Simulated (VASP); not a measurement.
Input of a VASP 6.6.1 run:

INCAR

```
SYSTEM = HfSiO4
PREC = Accurate
ENCUT = 520
EDIFF = 1E-7
ISMEAR = -1
SIGMA = 0.05
LREAL = .False.
LASPH = .True.
NELM = 80
ALGO = Normal
ISIF = 2
LWAVE = .False.
LCHARG = .False.
GGA = PS
NBANDS = 50
```

File KPOINTS:

```
Automatic mesh
0
Gamma
  6 6 2
  0 0 0
```

Contents of POSCAR:

```
HfSiO4
1.0
    5.3663004952     -1.4812798958      0.0332866368
    5.3704264950      1.4962927037      0.0355274942
   -4.8784447051     -0.0008805620      9.0402877882
Hf Si O
2 2 8
Direct
    0.4754231034      0.4565767666      0.2342725271
    0.5449012975      0.5249584259      0.7663647507
    0.0101658423     -0.0092476492      0.0003157058
    0.0101724702     -0.0092357390      0.5003201212
    0.6014722161      0.5799591482      0.1237686765
    0.0869293129      0.0658626243      0.3811360825
    0.4027716100      0.3850852552      0.3893731971
    0.8935622683      0.8761910901      0.0791501917
    0.6175466153      0.5964653185      0.6112673885
    0.1267525090      0.1053414989      0.9214866076
    0.4188362676      0.4015725308      0.8768644860
    0.9333929111      0.9156822926      0.6195020698
```

Potentials or basis: VASP PAW PBE potentials, release 64 (Hf_pv, Si, O).

Command:

```console
$ cat potpaw_PBE.64/Hf_pv/POTCAR potpaw_PBE.64/Si/POTCAR potpaw_PBE.64/O/POTCAR > POTCAR
$ mpirun -np 1 vasp_std > vasp.out
```

(1) Estimate the largest force.

(2) Estimate the band gap on the k mesh.

(3) Estimate the pressure.

Answers

(1) 0.224 eV/Å.

(2) 2.97 eV (least direct gap 3.04 eV).

(3) -1.1 GPa.

Caveat: the PAW data sets were made with another functional, which shifts forces and pressure a little; spin-orbit coupling is left out, which moves the levels of the heavy elements.
